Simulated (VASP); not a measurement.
Wanted: the native input for a VASP 6.6.1 run.

```
Task                   : single point
Functional             : PBE
Potentials or basis    : VASP PAW PBE potentials, release 64 (Ti_sv)
Cutoff                 : 520 eV
k mesh                 : 18 × 18 × 10
Occupations            : gaussian, width 0.15 eV
Spin                   : no spin polarisation
Dipole correction      : no
Further INCAR settings : ALGO = Fast; EDIFF = 1e-06; NBANDS = 19
```

The structure of Ti lies in POSCAR:

```
Ti
1.0
    2.9499978604      0.0000000000      0.0221249840
   -1.4749989302      2.5547730882     -0.0110624920
    0.0351450000      0.0000000000      4.6860000000
Ti
2
Direct
    0.3333333333      0.6666666667      0.2500000000
    0.6666666667      0.3333333333      0.7500000000
```

This cell differs from its parent crystal: strain +0.0150 x Voigt [0, 0, 0, 0, 1, 0].

These files were run (other wordings do the same):

INCAR

```
  ALGO = Fast
  EDIFF = 1E-6
  ENCUT = 520
  GGA = PE
  ISIF = 2
  ISMEAR = 0
  LASPH = T
  LCHARG = F
  LREAL = F
  LWAVE = F
  NBANDS = 19
  NELM = 80
  PREC = Accurate
  SIGMA = 0.15
```

KPOINTS

```
k-points
0
Gamma
  18 18 10
```

Potentials or basis: VASP PAW PBE potentials, release 64 (Ti_sv).

Run with:

```console
$ cat potpaw_PBE.64/Ti_sv/POTCAR > POTCAR
$ mpirun -np 1 vasp_std > vasp.out
```

Results of the run:

```json
{
 "Pressure": "-2.1 GPa",
 "Band gap on the k mesh": "zero (bands 12 and 13 overlap by 1.10 eV)"
}
```

Caveat: the cell differs from its parent crystal (strain +0.0150 x Voigt [0, 0, 0, 0, 1, 0]).

Wall time 13 min on 1 thread of Intel(R) Xeon(R) Platinum 8488C (Sapphire Rapids) (shared host), peak memory 0.55 GiB.
